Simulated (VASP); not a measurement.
# H4C2O in VASP: a series of runs, part 2 of 2

VASP 6.6.1. The steps go on from the part before.

### 4 Single point, PBE

INCAR

```
SYSTEM = H4C2O
ALGO = Normal
EDIFF = 1E-7
ENCUT = 520
GGA = PE
ISIF = 2
ISMEAR = -1
LASPH = .True.
LCHARG = .False.
LREAL = Auto
LWAVE = .False.
NBANDS = 56
NELM = 60
PREC = Accurate
SIGMA = 0.05
```

KPOINTS

```
k-points
0
Gamma
  1 1 1
  0 0 0
```

POSCAR

```
H4C2O
1.0
    7.1137870000      0.0000000000      0.0000000000
    0.0000000000      7.1137870000      0.0000000000
    0.0000000000      0.0000000000      7.1137870000
C H O
8 16 4
Direct
    0.7603509828      0.7301453693      1.0060954361
    0.8072627340      0.8574478928      0.9040644651
    0.8404164839      0.4869825362      0.4831076199
    0.7156669710      0.6016862683      0.4726090630
    0.6157949694      0.1155085395      0.3401404770
    0.5347931414      0.1640379981      0.1978285500
    0.3406554418      0.6346509666      0.7385272937
    0.2428716249      0.7185640525      0.6274578927
    0.8442911411      0.9726867250      0.8144307269
    0.7185119997      0.6208982074      1.1017039795
    0.6010514263      0.6994541926      0.4666908985
    0.9518219321      0.3848224156      0.4958931172
    0.4651837133      0.2034429777      0.0672261495
    0.6859975020      0.0740061507      0.4682659020
    0.1624202019      0.7938754717      0.5221249129
    0.4275773424      0.5584619379      0.8353736558
    0.2751267023      0.3846253000      0.5195224362
    0.2946279494      0.2001165601      0.4047187160
    0.0923252656      0.4370038959      0.1877017924
    0.0974665639      0.5350653425     -0.0059433058
   -0.0008558151      0.9139222060      0.1994807849
    0.1572621873      0.7708415733      0.2021055665
    0.4193034884     -0.0077320176      0.8212294660
    0.3481876171      0.1555747492      0.6961612382
    0.2149580755      0.2626466579      0.4988923944
    0.1725076909      0.5129339022      0.1067387341
    0.1233200203      0.8943129852      0.2539134692
    0.4419783464      0.1240304433      0.7929555680
```

Potentials or basis: VASP PAW PBE potentials, release 64 (C, H, O).

Launch:

```
$ cat potpaw_PBE.64/C/POTCAR potpaw_PBE.64/H/POTCAR potpaw_PBE.64/O/POTCAR > POTCAR
$ mpirun -np 1 vasp_gam > vasp.out
```

OUTCAR:

```text
SYSTEM = H4C2O
   EDIFF = 1E-7
   ENCUT = 520
   GGA = PE
   ISIF = 2
   ISMEAR = -1
   LASPH = .True.
   LREAL = Auto
   NELM = 60
   PREC = Accurate

 ion  position               nearest neighbor table
   1  0.760  0.730  0.006-  10 1.07   2 1.21
   2  0.807  0.857  0.904-   9 1.07   1 1.21
   3  0.840  0.487  0.483-  12 1.08   4 1.21
   4  0.716  0.602  0.473-  11 1.07   3 1.21
   5  0.616  0.116  0.340-  14 1.08   6 1.21
   6  0.535  0.164  0.198-  13 1.09   5 1.21
   7  0.341  0.635  0.739-  16 1.07   8 1.21
   8  0.243  0.719  0.627-  15 1.08   7 1.21
   9  0.844  0.973  0.814-   2 1.07
[... 296 lines left out ...]
  Total        0.7684744      0.9899808      1.1684050      0.1333553      0.4956726     -0.1889365
  in kB        3.4200888      4.4059014      5.1999768      0.5934967      2.2059869     -0.8408603
  external PRESSURE =       4.3419890 kB  Pullay stress =       0.0000000 kB

 VOLUME and BASIS-vectors are now :
 -----------------------------------------------------------------------------
  energy-cutoff  :      520.00
  volume of cell :      360.00
      direct lattice vectors                 reciprocal lattice vectors
     7.113787000  0.000000000  0.000000000     0.140572103  0.000000000  0.000000000
     0.000000000  7.113787000  0.000000000     0.000000000  0.140572103  0.000000000
     0.000000000  0.000000000  7.113787000     0.000000000  0.000000000  0.140572103

 POSITION                                       TOTAL-FORCE (eV/Angst)
 -----------------------------------------------------------------------------------
      5.40897      5.19410      0.04336        -0.045793     -0.061024      0.048732
      5.74270      6.09970      6.43132         0.020184      0.082484     -0.059540
      5.97854      3.46429      3.43672         0.075684     -0.102624      0.073906
      5.09110      4.28027      3.36204        -0.117833      0.089715     -0.010249
      4.38063      0.82170      2.41969        -0.089395      0.040345     -0.138027
      3.80440      1.16693      1.40731         0.135071     -0.028012      0.209942
[... 20 lines left out ...]
      0.87727      6.36195      1.80629        -0.048277      0.027574      0.046528
      3.14414      0.88233      5.64092         0.027703      0.000823      0.038327
 -----------------------------------------------------------------------------------
    total drift:                                0.000140      0.017442     -0.008661

  FREE ENERGIE OF THE ION-ELECTRON SYSTEM (eV)
  ---------------------------------------------------
  free  energy   TOTEN  =      -150.1072199058 eV

  energy  without entropy=     -150.1072199057  energy(sigma->0) =     -150.10721991
```

OSZICAR:

```text
N       E                     dE             d eps       ncg     rms          rms(c)
DAV:   1     0.516698999766E+03    0.51670E+03   -0.36491E+04   112   0.115E+03
DAV:   2    -0.104490530655E+03   -0.62119E+03   -0.59872E+03   160   0.264E+02
DAV:   3    -0.167589464678E+03   -0.63099E+02   -0.62685E+02   136   0.900E+01
DAV:   4    -0.168890289884E+03   -0.13008E+01   -0.12982E+01   136   0.151E+01
DAV:   5    -0.168912813898E+03   -0.22524E-01   -0.22518E-01   144   0.190E+00    0.235E+01
DAV:   6    -0.152155193848E+03    0.16758E+02   -0.39713E+01   128   0.228E+01    0.110E+01
DAV:   7    -0.150302989608E+03    0.18522E+01   -0.56148E+00   144   0.863E+00    0.567E+00
DAV:   8    -0.150110708584E+03    0.19228E+00   -0.77362E-01   152   0.349E+00    0.152E+00
DAV:   9    -0.150101475601E+03    0.92330E-02   -0.73814E-02   136   0.125E+00    0.437E-01
DAV:  10    -0.150106333137E+03   -0.48575E-02   -0.19996E-02   128   0.597E-01    0.207E-01
DAV:  11    -0.150107156781E+03   -0.82364E-03   -0.39052E-03   136   0.282E-01    0.108E-01
DAV:  12    -0.150107236683E+03   -0.79902E-04   -0.10475E-03   128   0.137E-01    0.313E-02
DAV:  13    -0.150107233443E+03    0.32396E-05   -0.19797E-04   128   0.683E-02    0.202E-02
DAV:  14    -0.150107221051E+03    0.12392E-04   -0.35050E-05   136   0.277E-02    0.843E-03
DAV:  15    -0.150107219354E+03    0.16966E-05   -0.14268E-05   128   0.164E-02    0.385E-03
DAV:  16    -0.150107219840E+03   -0.48549E-06   -0.17246E-06   144   0.634E-03    0.185E-03
DAV:  17    -0.150107219906E+03   -0.65921E-07   -0.36945E-07   128   0.278E-03
   1 F= -.15010722E+03 E0= -.15010722E+03  d E =-.206574E-10
```

stdout:

```text
POSCAR found type information on POSCAR C H O
 POSCAR found :  3 types and      28 ions
 scaLAPACK will be used
 LDA part: xc-table for (Slater+PW92), standard interpolation
 POSCAR, INCAR and KPOINTS ok, starting setup
 FFT: planning ... GRIDC
 FFT: planning ... GRID_SOFT
 FFT: planning ... GRID
 WAVECAR not read
 entering main loop
```

Run time: 67 s. Hardware: 1 thread of Intel Xeon 8259CL, shared host; peak memory 0.36 GiB.

Results:

```yaml
Free_energy: -150.1072 eV
Pressure: 0.4 GPa
Largest_force: 0.335 eV/Å
Band_gap_on_the_k_mesh: 5.30 eV
```

Forces on the atoms (eV/Å):
```
C   -0.046 -0.061  0.049
C    0.020  0.082 -0.060
C    0.076 -0.103  0.074
C   -0.118  0.090 -0.010
C   -0.089  0.040 -0.138
C    0.135 -0.028  0.210
C    0.091 -0.061  0.033
C   -0.076  0.028 -0.029
H    0.013 -0.039  0.023
H    0.019  0.007 -0.007
H    0.036 -0.015 -0.020
H   -0.017  0.042 -0.040
H    0.189 -0.190  0.188
H   -0.203  0.131 -0.232
H    0.002  0.010 -0.024
H   -0.035  0.019 -0.001
H   -0.003  0.067  0.006
H   -0.037 -0.031 -0.036
H    0.032 -0.042  0.067
H    0.039  0.015 -0.023
H   -0.071  0.077  0.008
H    0.099 -0.114 -0.022
H    0.004 -0.088  0.009
H   -0.065  0.073 -0.049
O    0.083 -0.009 -0.038
O   -0.056  0.067 -0.022
O   -0.048  0.028  0.047
O    0.028  0.001  0.038
```

Stress tensor (GPa, compression positive):
```
 0.34  0.06 -0.08
 0.06  0.44  0.22
-0.08  0.22  0.52
```

Caveat: the k points lie up to 0.88 Å⁻¹ apart.

### 5 Single point, PBE

INCAR

```
SYSTEM = H4C2O
PREC = Accurate ; ENCUT = 520
EDIFF = 1E-6 ; ISMEAR = -1
SIGMA = 0.05 ; LREAL = Auto
LASPH = .True. ; NELM = 80
ALGO = Normal ; ISIF = 2
LWAVE = .False. ; LCHARG = .False.
GGA = PE ; NBANDS = 56
```

KPOINTS

```
Automatic mesh
0
Gamma
  1 1 1
  0 0 0
```

POSCAR

```
H4C2O
1.0
    7.1137870000      0.0000000000      0.0000000000
    0.0000000000      7.1137870000      0.0000000000
    0.0000000000      0.0000000000      7.1137870000
C H O
8 16 4
Direct
    0.7626458313      0.6834896800      1.0099543323
    0.8509532265      0.8099483440      0.9371801545
    0.8494069333      0.5271172724      0.4959524371
    0.7002037030      0.5899108309      0.4400047401
    0.6293272486      0.1653409077      0.3348427497
    0.5643126509      0.1305774266      0.1786671431
    0.2998965249      0.6059641651      0.7304407624
    0.2414325872      0.7431063089      0.6493166017
    0.8794471918      0.8822726910      0.8113259506
    0.7012579938      0.5982889282      1.1151444371
    0.5642845365      0.6361028240      0.4074904126
    0.9885311438      0.4677817877      0.5101642768
    0.5089975283      0.1120781378      0.0366893189
    0.7026918293      0.1933428707      0.4619761598
    0.1666903999      0.8410428932      0.5648327677
    0.3190846170      0.5244604597      0.8559435361
    0.3223880614      0.2461698670      0.4241060352
    0.1618687768      0.1060194802      0.3689314847
    0.1464761315      0.3737390507      0.1723413985
    0.0685289003      0.5395157319      0.0337794764
   -0.0502685841      0.9110899722      0.2030423458
    0.1353990498      0.7980278296      0.1986424390
    0.3911559342      0.0312632357      0.7058828160
    0.4438423585      0.2556022552      0.7050112690
    0.1929914404      0.2193065381      0.4641128558
    0.1471789920      0.5084774115      0.1491470014
    0.0805478151      0.9187792662      0.2442159148
    0.4694124241      0.1309850857      0.7697587797
```

Launch:

```
$ cat potpaw_PBE.64/C/POTCAR potpaw_PBE.64/H/POTCAR potpaw_PBE.64/O/POTCAR > POTCAR
$ mpirun -np 1 vasp_gam > vasp.out
```

It took 79 s on 1 thread of Intel Xeon 8259CL, shared host; peak memory 0.36 GiB.

The run converged. Its results:

- Free energy: -148.9926 eV
- Pressure: -0.2 GPa
- Largest force: 2.680 eV/Å
- Band gap on the k mesh: 4.80 eV

Forces on the atoms (eV/Å):
```
C    0.209  0.317  0.551
C   -0.723 -0.610 -0.810
C   -0.407  0.286 -0.671
C    1.372 -0.635  0.932
C   -0.583 -0.603 -1.907
C    0.545  0.414  1.233
C   -0.040  0.140  0.974
C   -0.292 -0.041 -0.398
H    0.612  0.890 -0.452
H   -0.316 -0.666  0.302
H   -0.908  0.408 -0.153
H   -0.154  0.004  0.185
H    0.077  0.024  0.205
H    0.020  0.002  0.385
H   -0.013  0.408 -0.473
H    0.422 -0.463 -0.111
H   -0.122  0.045  0.040
H    0.234  1.584  1.614
H   -0.233  0.012  0.010
H    0.709 -0.771  1.467
H   -0.040  0.050 -0.004
H   -0.267  0.685  0.503
H    0.704  1.350  0.479
H    0.023 -1.861  0.701
O   -0.241 -1.826 -1.946
O   -0.471  0.910 -1.544
O    0.521 -0.552 -0.090
O   -0.635  0.498 -1.024
```

Stress tensor (GPa, compression positive):
```
 0.45  0.15 -0.72
 0.15 -0.93 -1.33
-0.72 -1.33  0.03
```

Levels at points of the mesh, in eV from the valence-band top:
| k point | band 34 | band 35 | band 36 | band 37 | band 38 | band 39 |
| --- | --- | --- | --- | --- | --- | --- |
| (0.00, 0.00, 0.00) | -0.38 | -0.22 | 0.00 | 4.80 | 4.95 | 5.20 |

Caveat: the k points lie up to 0.88 Å⁻¹ apart.

### 6 Single point, PBE

INCAR

```
PREC = Accurate
ENCUT = 520
EDIFF = 1E-6
ISMEAR = -1
SIGMA = 0.05
LREAL = Auto
LASPH = T
NELM = 80
ALGO = Normal
ISIF = 2
LWAVE = F
LCHARG = F
GGA = PE
NBANDS = 56
```

KPOINTS

```
regular mesh
0
Gamma
  1 1 1
```

POSCAR

```
H4C2O
1.0
    7.1137870000      0.0000000000      0.0000000000
    0.0000000000      7.1137870000      0.0000000000
    0.0000000000      0.0000000000      7.1137870000
C H O
8 16 4
Direct
    0.7019327399      0.7254645100      1.0675186086
    0.7792333394      0.8014156173      0.9382485025
    0.7975779989      0.4564376190      0.4951090045
    0.6616447751      0.5572840458      0.4922835053
    0.5893204281      0.1390820389      0.2993764081
    0.5697668485      0.1701484737      0.1353709353
    0.2550399668      0.6433844589      0.7661039050
    0.2139647982      0.7612822819      0.6594940220
    0.8425189003      0.8863492820      0.8327491391
    0.6432438868      0.6627552948      1.1827877332
    0.5360717154      0.6350485332      0.5285651651
    0.9176968610      0.3635616304      0.4720832940
    0.5513237886      0.2168605835     -0.0002952014
    0.6173926771      0.1300994815      0.4440813311
    0.1977146631      0.8653337526      0.5446747281
    0.2820860394      0.5224924502      0.8397215154
    0.3574045723      0.1902081128      0.3697046313
    0.1453937263      0.1168575894      0.3581074328
    0.2049962980      0.4083900741      0.2687035752
    0.0703563376      0.5467833096      0.1503137499
   -0.1111081903      0.9295892610      0.2648659568
    0.0712278847      0.8147277955      0.2849255959
    0.4471598601     -0.0019398950      0.7755362931
    0.4207041903      0.1990922697      0.6742540928
    0.2261805140      0.2003152470      0.4290260588
    0.2050384697      0.5018142938      0.1606317423
    0.0188085474      0.9364632368      0.3011335594
    0.5075074640      0.0992298476      0.7015531952
```

Potentials or basis: VASP PAW PBE potentials, release 64 (C, H, O).

Launch:

```
$ cat potpaw_PBE.64/C/POTCAR potpaw_PBE.64/H/POTCAR potpaw_PBE.64/O/POTCAR > POTCAR
$ mpirun -np 1 vasp_gam > vasp.out
```

Run time: 91 s. Hardware: 1 thread of Intel Xeon 8259CL, shared host; peak memory 0.36 GiB.

Results (log left out):

| Item | Value |
| --- | --- |
| Free energy | -149.0670 eV |
| Pressure | 3.2 GPa |
| Largest force | 5.987 eV/Å |
| Band gap on the k mesh | 5.48 eV |

Forces in eV/Å, atoms in the order of the input:
```
C    0.581  0.489 -1.161
C    0.252  0.416 -0.380
C    1.182 -0.761 -0.490
C   -0.793  0.449  0.792
C    0.599 -0.069  0.262
C    0.073  0.056  0.406
C    0.681 -2.152  1.647
C   -0.861  4.220 -4.159
H    0.163 -0.030 -0.326
H   -0.995 -1.081  1.581
H    0.184 -0.016 -0.264
H   -0.411  0.489  0.293
H   -0.229  0.266 -1.949
H    0.143 -0.492  1.070
H   -0.131 -0.577  1.223
H    0.350 -1.385  1.484
H   -1.662 -0.030  0.388
H   -0.447 -0.833 -0.436
H   -0.142  0.593 -0.705
H    1.459 -0.748  0.009
H   -0.644 -0.094 -0.409
H    0.440 -1.141 -0.328
H   -0.047  0.698 -0.557
H   -0.884 -0.003  0.003
O    1.768  1.501  0.146
O   -1.505  0.080  0.757
O   -0.049  0.939  0.288
O    0.926 -0.785  0.815
```

Stress tensor (GPa, compression positive):
```
 1.18  0.08  0.87
 0.08  3.16 -1.45
 0.87 -1.45  5.29
```

Levels at points of the mesh, in eV from the valence-band top:
```csv
k point,band 33,band 34,band 35,band 36,band 37,band 38,band 39,band 40
"(0.00, 0.00, 0.00)",-0.38,-0.34,-0.26,0.00,5.48,5.62,5.77,5.88
```

Caveat: the k points lie up to 0.88 Å⁻¹ apart.
